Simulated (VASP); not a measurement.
# GaS (P6_3/mmc) in VASP: single point with r2SCAN+rVV10

Aim: the single point of GaS with r2SCAN+rVV10.

Program: VASP 6.6.1. These are calculated values, not measurements. Logs are shortened: lines on timing, memory, paths and dates and some standing lists are left out, and cuts for length are marked.

**What was measured.**

“Vapor-liquid-solid growth of highly-mismatched semiconductor nanowires with high-fidelity van der Waals layer stacking”, 2022, arxiv:2211.03366 quotes, for a bulk crystal of GaS at 300 K: band gap 2.53 eV (indirect).

The results are compared with them further down.

## 1. The cell of the first run

It takes space group P6_3/mmc (No. 194, hexagonal). The conventional cell has a = 3.580 Å, b = 3.580 Å, c = 15.563 Å, α = 90.00°, β = 90.00°, γ = 120.00°. Within 3.1 Å of Ga (site symmetry 3m) lie 3 S at 2.33 Å and 1 Ga at 2.44 Å. S (site symmetry 3m) has 3 Ga at 2.33 Å within 3.1 Å.

## 2. Single point, r2SCAN+rVV10

POSCAR

```
GaS
1.0
    3.5795059763      0.0000000000      0.0000000000
   -1.7897529881      3.0999431085      0.0000000000
    0.0000000000      0.0000000000     15.5631239990
Ga S
4 4
Direct
    0.3333333333      0.6666666667      0.1716952307
    0.6666666667      0.3333333333      0.6716952307
    0.3333333333      0.6666666667      0.3283047693
    0.6666666667      0.3333333333      0.8283047693
    0.3333333333      0.6666666667      0.6028569193
    0.6666666667      0.3333333333      0.1028569193
    0.3333333333      0.6666666667      0.8971430807
    0.6666666667      0.3333333333      0.3971430807
```

INCAR.step1

```
SYSTEM = GaS
  ALGO = Normal
  EDIFF = 1E-5
  ENCUT = 550
  GGA = PE
  GGA_COMPAT = .False.
  ISMEAR = -1
  LASPH = .True.
  LCHARG = .False.
  LREAL = .False.
  LWAVE = .True.
  NBANDS = 48
  NELM = 120
  PREC = Accurate
  SIGMA = 0.02
```

INCAR.step2

```
SYSTEM = GaS
  ALGO = Normal
  BPARAM = 11.95
  CPARAM = 0.0093
  EDIFF = 1E-6
  ENCUT = 550
  GGA_COMPAT = .False.
  ISIF = 2
  ISMEAR = -1
  ISTART = 1
  IVDW_NL = 2
  LASPH = .True.
  LCHARG = .False.
  LMIXTAU = .True.
  LREAL = .False.
  LUSE_VDW = .True.
  LWAVE = .False.
  METAGGA = R2SCAN
  NBANDS = 48
  NELM = 120
  PREC = Accurate
  SIGMA = 0.02
```

KPOINTS

```
k-points
0
Gamma
  12 12 2
  0 0 0
```

Potentials or basis: VASP PAW PBE potentials, release 64 (Ga_d, S).

Launch:

```bash
$ cat potpaw_PBE.64/Ga_d/POTCAR potpaw_PBE.64/S/POTCAR > POTCAR
$ cp INCAR.step1 INCAR
$ mpirun -np 1 vasp_std > vasp.out
$ cp INCAR.step2 INCAR
$ mpirun -np 1 vasp_std > vasp.out
```

OUTCAR:

```text
SYSTEM = GaS
   BPARAM = 11.95
   EDIFF = 1E-6
   ENCUT = 550
   ISIF = 2
   ISMEAR = -1
   ISTART = 1
   IVDW_NL = 2
   LASPH = .True.
   LREAL = .False.
   METAGGA = R2SCAN
   NELM = 120
   PREC = Accurate

 ion  position               nearest neighbor table
   1  0.333  0.667  0.172-   6 2.33   6 2.33   6 2.33   3 2.44
   2  0.667  0.333  0.672-   5 2.33   5 2.33   5 2.33   4 2.44
   3  0.333  0.667  0.328-   8 2.33   8 2.33   8 2.33   1 2.44
   4  0.667  0.333  0.828-   7 2.33   7 2.33   7 2.33   2 2.44
   5  0.333  0.667  0.603-   2 2.33   2 2.33   2 2.33
   6  0.667  0.333  0.103-   1 2.33   1 2.33   1 2.33
   7  0.333  0.667  0.897-   4 2.33   4 2.33   4 2.33
   8  0.667  0.333  0.397-   3 2.33   3 2.33   3 2.33

  LATTYP: Found a hexagonal cell.
 ALAT       =     3.5795059763
 C/A-ratio  =     4.3478413228

  Lattice vectors:

 A1 = (   3.5795059763,   0.0000000000,   0.0000000000)
 A2 = (  -1.7897529881,   3.0999431085,   0.0000000000)
 A3 = (   0.0000000000,   0.0000000000,  15.5631239990)

Analysis of symmetry for initial positions (statically):
=====================================================================
 Subroutine PRICEL returns:
 Original cell was already a primitive cell.

 Routine SETGRP: Setting up the symmetry group for a
 hexagonal supercell.

 Subroutine GETGRP returns: Found 24 space group operations
 (whereof 12 operations were pure point group operations)
 out of a pool of 24 trial point group operations.

The static configuration has the point symmetry D_3d.
 The point group associated with its full space group is D_6h.

Analysis of symmetry for dynamics (positions and initial velocities):
=====================================================================
 Subroutine PRICEL returns:
 Original cell was already a primitive cell.

 Routine SETGRP: Setting up the symmetry group for a
 hexagonal supercell.

 Subroutine GETGRP returns: Found 24 space group operations
 (whereof 12 operations were pure point group operations)
 out of a pool of 24 trial point group operations.

The dynamic configuration has the point symmetry D_3d.
 The point group associated with its full space group is D_6h.

 Subroutine INISYM returns: Found 24 space group operations
 (whereof 12 operations are pure point group operations),
 and found     1 'primitive' translations

----------------------------------------------------------------------------------------

                                     Primitive cell

  volume of cell :     172.6925

  direct lattice vectors                    reciprocal lattice vectors
     3.579505976  0.000000000  0.000000000     0.279368160  0.161293283  0.000000000
    -1.789752988  3.099943109  0.000000000     0.000000000  0.322586565  0.000000000
     0.000000000  0.000000000 15.563123999     0.000000000  0.000000000  0.064254452

  length of vectors
     3.579505976  3.579505976 15.563123999     0.322586565  0.322586565  0.064254452

  position of ions in fractional coordinates (direct lattice)
     0.333333333  0.666666667  0.171695231
     0.666666667  0.333333333  0.671695231
     0.333333333  0.666666667  0.328304769
     0.666666667  0.333333333  0.828304769
     0.333333333  0.666666667  0.602856919
     0.666666667  0.333333333  0.102856919
     0.333333333  0.666666667  0.897143081
     0.666666667  0.333333333  0.397143081

  ion indices of the primitive-cell ions
   primitive index   ion index
                 1           1
                 2           2
                 3           3
                 4           4
                 5           5
                 6           6
                 7           7
                 8           8

----------------------------------------------------------------------------------------

 KPOINTS: k-points

Automatic generation of k-mesh.
 Grid dimensions read from file:
 generate k-points for:   12   12    2

 Generating k-lattice:

  Cartesian coordinates                     Fractional coordinates (reciprocal lattice)
     0.023280680  0.013441107  0.000000000     0.083333333  0.000000000  0.000000000
     0.000000000  0.026882214  0.000000000     0.000000000  0.083333333  0.000000000
     0.000000000  0.000000000  0.032127226     0.000000000  0.000000000  0.500000000

  Length of vectors
     0.026882214  0.026882214  0.032127226

  Shift w.r.t. Gamma in fractional coordinates (k-lattice)
     0.000000000  0.000000000  0.000000000

 Subroutine IBZKPT returns following result:
 ===========================================

 Found     38 irreducible k-points:

 Following reciprocal coordinates:
            Coordinates               Weight
  0.000000  0.000000  0.000000      1.000000
  0.083333 -0.000000  0.000000      6.000000
  0.166667  0.000000  0.000000      6.000000
  0.250000 -0.000000  0.000000      6.000000
  0.333333  0.000000  0.000000      6.000000
  0.416667 -0.000000  0.000000      6.000000
[... 16 lines left out ...]
  0.250000 -0.000000  0.500000      6.000000
  0.333333  0.000000  0.500000      6.000000
 [... further k-points ...]
   k-points           NKPTS =     38   k-points in BZ     NKDIM =     38   number of bands    NBANDS=     48
   number of dos      NEDOS =    301   number of ions     NIONS =      8
   total plane-waves  NPLWV =  94080
   dimension x,y,z NGX =    28 NGY =   28 NGZ =  120
   dimension x,y,z NGXF=    56 NGYF=   56 NGZF=  240
   ions per type =               4   4
   NGX,Y,Z   is equivalent  to a cutoff of  13.00, 13.00, 12.82 a.u.
   NGXF,Y,Z  is equivalent  to a cutoff of  26.01, 26.01, 25.64 a.u.
 SYSTEM =  GaS
   PREC   = accura    normal or accurate (medium, high low for compatibility)
   ISTART =      1    job   : 0-new  1-cont  2-samecut
   ICHARG =      0    charge: 1-file 2-atom 10-const
   ISPIN  =      1    spin polarized calculation?
   LNONCOLLINEAR =      F non collinear calculations
   LSORBIT =      F    spin-orbit coupling
   LASPH  =      T    aspherical Exc in radial PAW
   ENCUT  =  550.0 eV  40.42 Ry    6.36 a.u.   6.84  6.84 29.76*2*pi/ulx,y,z
   NELM   =    120;   NELMIN=  2; NELMDL=  0     # of ELM steps
   EDIFF  = 0.1E-05   stopping-criterion for ELM
   LREAL  =      F    real-space projection
   EDIFFG = 0.1E-04   stopping-criterion for IOM
   NSW    =      0    number of steps for IOM
   IBRION =     -1    ionic relax: 0-MD 1-quasi-New 2-CG
   NFREE  =      0    steps in history (QN), initial steepest desc. (CG)
   ISIF   =      2    stress and relaxation
   ISYM   =      2    0-nonsym 1-usesym 2-fastsym
   POTIM  = 0.5000    time-step for ionic-motion
   TEBEG  =    0.0;   TEEND  =   0.0 temperature during run
   PSTRESS=    0.0 pullay stress
   NELECT =      76.0000    total number of electrons
   NUPDOWN=      -1.0000    fix difference up-down
   EMIN   =  10.00;   EMAX   =-10.00  energy-range for DOS
   EFERMI =   0.00;   METHOD = LEGACY
   ISMEAR =    -1;   SIGMA  =   0.02  broadening in eV -4-tet -1-fermi 0-gaus
   EFERMI_NEDOS =   21; number of points for ismear=-14 and -15
   IALGO  =     38    algorithm
   IMIX   =      4    mixing-type and parameters
     AMIX     =   0.40;   BMIX     =  1.00
     AMIX_MAG =   1.60;   BMIX_MAG =  1.00
  volume/ion in A,a.u.               =      21.59       145.67
  Fermi-wavevector in a.u.,A,eV,Ry     =   1.245245  2.353172 21.097674  1.550635
  Thomas-Fermi vector in A             =   2.379476
   LORBIT       =      0    0 simple, 1 ext, 2 COOP (PROOUT), +10 PAW based schemes
   METAGGA = R2SCAN    functional components
   LHFCALC =     F    Hartree Fock is set to
   AEXX    =    0.0000 exact exchange contribution
   IVDW_NL    =     2    kernel type
   BPARAM     =11.9500
   IVDW    =     0    specifies the selected vdW correction
   LEPSILON=     F    determine dielectric tensor
   LRPA    =     F    only Hartree local field effects (RPA)
 non-spin polarized calculation
  energy-cutoff  :      550.00
  volume of cell :      172.69
 maximum number of plane-waves:      5100
 NGX is ok and might be reduce to    28
   NGX = 13   NGY = 13   NGZ = 59

 number of electron      76.0000010 magnetization

 Free energy of the ion-electron system (eV)
  ---------------------------------------------------
  ext. energy  EPLUGINS =         0.00000000
  ---------------------------------------------------
  free energy    TOTEN  =       -81.73634195 eV

  energy without entropy =      -81.73634195  energy(sigma->0) =      -81.73634195

 E-fermi :   4.1111     XC(G=0): -10.2104

 val. band max:        3.6789884048   @ k =   0.0000   0.0000   0.0000
 cond. band min:       5.5515335851   @ k =   0.5000  -0.0000   0.0000
 fundamental gap:      1.8725451803
 Fermi energy:         4.1111332421

 k-point     1 :       0.0000    0.0000    0.0000
  band No.  band energies     occupation
      1     -11.7518      2.00000
      2     -11.7425      2.00000
      3     -11.5887      2.00000
      4     -11.5887      2.00000
      5     -11.5885      2.00000
      6     -11.5885      2.00000
[... 40 lines left out ...]
     47       9.9266      0.00000
     48       9.9267      0.00000

 k-point     2 :       0.0833   -0.0000    0.0000
  band No.  band energies     occupation
      1     -11.7656      2.00000
      2     -11.7539      2.00000
      3     -11.6277      2.00000
      4     -11.6139      2.00000
      5     -11.6103      2.00000
      6     -11.6062      2.00000
[... 40 lines left out ...]
     47       9.6384      0.00000
     48       9.8965      0.00000

 k-point     3 :       0.1667    0.0000    0.0000
  band No.  band energies     occupation
      1     -11.8066      2.00000
      2     -11.7912      2.00000
      3     -11.7131      2.00000
      4     -11.6919      2.00000
      5     -11.6392      2.00000
      6     -11.6358      2.00000
[... 40 lines left out ...]
     47       9.1975      0.00000
     48       9.5739      0.00000

 k-point     4 :       0.2500   -0.0000    0.0000
  band No.  band energies     occupation
      1     -11.8562      2.00000
      2     -11.8417      2.00000
      3     -11.7778      2.00000
      4     -11.7605      2.00000
      5     -11.6445      2.00000
      6     -11.6425      2.00000
[... 958 lines left out ...]
     47       9.3933      0.00000
     48       9.3933      0.00000

 k-point    23 :       0.2500   -0.0000    0.5000
  band No.  band energies     occupation
      1     -11.8497      2.00000
      2     -11.8497      2.00000
      3     -11.7684      2.00000
      4     -11.7684      2.00000
      5     -11.6434      2.00000
      6     -11.6434      2.00000
[... 40 lines left out ...]
     47       9.3678      0.00000
     48       9.3678      0.00000

 k-point    24 :       0.3333    0.0000    0.5000
  band No.  band energies     occupation
      1     -11.8919      2.00000
      2     -11.8919      2.00000
      3     -11.8158      2.00000
      4     -11.8158      2.00000
      5     -11.6415      2.00000
      6     -11.6415      2.00000
[... 40 lines left out ...]
     47       9.3913      0.00000
     48       9.3913      0.00000

 [... further k-points ...]
[... 5 lines left out ...]
  --------------------------------------------------------------------------------------
  -------------------------------------------------------------------------------------
  Total       -0.1135923     -0.1135923     -0.0570297     -0.0000000     -0.0000000      0.0000000
  in kB       -1.0538675     -1.0538675     -0.5290999     -0.0000000     -0.0000000      0.0000000
  external PRESSURE =      -0.8789450 kB  Pullay stress =       0.0000000 kB

 VOLUME and BASIS-vectors are now :
 -----------------------------------------------------------------------------
  energy-cutoff  :      550.00
  volume of cell :      172.69
      direct lattice vectors                 reciprocal lattice vectors
     3.579505976  0.000000000  0.000000000     0.279368160  0.161293283  0.000000000
    -1.789752988  3.099943109  0.000000000     0.000000000  0.322586565  0.000000000
     0.000000000  0.000000000 15.563123999     0.000000000  0.000000000  0.064254452

 POSITION                                       TOTAL-FORCE (eV/Angst)
 -----------------------------------------------------------------------------------
     -0.00000      2.06663      2.67211        -0.000000      0.000000      0.026150
      1.78975      1.03331     10.45368        -0.000000     -0.000000      0.026150
     -0.00000      2.06663      5.10945         0.000000      0.000000     -0.026150
      1.78975      1.03331     12.89101        -0.000000     -0.000000     -0.026150
     -0.00000      2.06663      9.38234         0.000000     -0.000000     -0.020080
      1.78975      1.03331      1.60077         0.000000     -0.000000     -0.020080
     -0.00000      2.06663     13.96235         0.000000      0.000000      0.020080
      1.78975      1.03331      6.18079         0.000000      0.000000      0.020080
 -----------------------------------------------------------------------------------
    total drift:                               -0.000000      0.000000      0.000000

  FREE ENERGIE OF THE ION-ELECTRON SYSTEM (eV)
  ---------------------------------------------------
  free  energy   TOTEN  =       -81.7363419513 eV

  energy  without entropy=      -81.7363419513  energy(sigma->0) =      -81.73634195
```

Run time: 17 min. Hardware: 1 thread of Intel Xeon 6975P-C (Granite Rapids), shared host; peak memory 0.81 GiB.

Results:

* Free energy: -81.7363 eV
* Pressure: -0.1 GPa
* Largest force: 0.026 eV/Å
* Band gap on the k mesh: 1.87 eV (least direct gap 2.23 eV)

Forces in eV/Å, atoms in the order of the input:
```
Ga   0.000  0.000  0.026
Ga   0.000  0.000  0.026
Ga   0.000  0.000 -0.026
Ga   0.000  0.000 -0.026
S    0.000  0.000 -0.020
S    0.000  0.000 -0.020
S    0.000  0.000  0.020
S    0.000  0.000  0.020
```

Levels at points of the mesh, in eV from the valence-band top:
```
           k point  band 34  band 35  band 36  band 37  band 38  band 39  band 40  band 41  band 42  band 43
(0.00, 0.00, 0.00)    -1.59    -1.50    -1.50    -1.39     0.00     2.23     2.83     3.36     3.57     4.97
(0.50, 0.00, 0.00)    -2.87    -2.72    -2.45    -2.23    -1.74     1.87     2.14     2.33     2.80     4.38
(0.00, 0.00, 0.50)    -1.53    -1.53    -1.53    -0.67    -0.67     2.60     2.60     3.45     3.45     5.01
(0.50, 0.00, 0.50)    -2.77    -2.65    -2.65    -1.98    -1.98     2.08     2.08     2.48     2.48     4.28
```

Caveat: the PAW data sets were made with another functional, which shifts forces and pressure a little.

## 3. How close it comes

Step 2. Against the measured gap of GaS, 2.53 eV (indirect; 300 K; quoted in “Vapor-liquid-solid growth of highly-mismatched semiconductor nanowires with high-fidelity van der Waals layer stacking”, 2022, arxiv:2211.03366), the calculated 1.87 eV is off by -0.66 eV. 2 values of this kind are on record (2.53 to 2.59 eV); this one was drawn at random. Spin-orbit coupling on Ga is left out. The value is that of r2SCAN+rVV10 on a finite k mesh, which can miss the band edges, without temperature or zero-point motion.
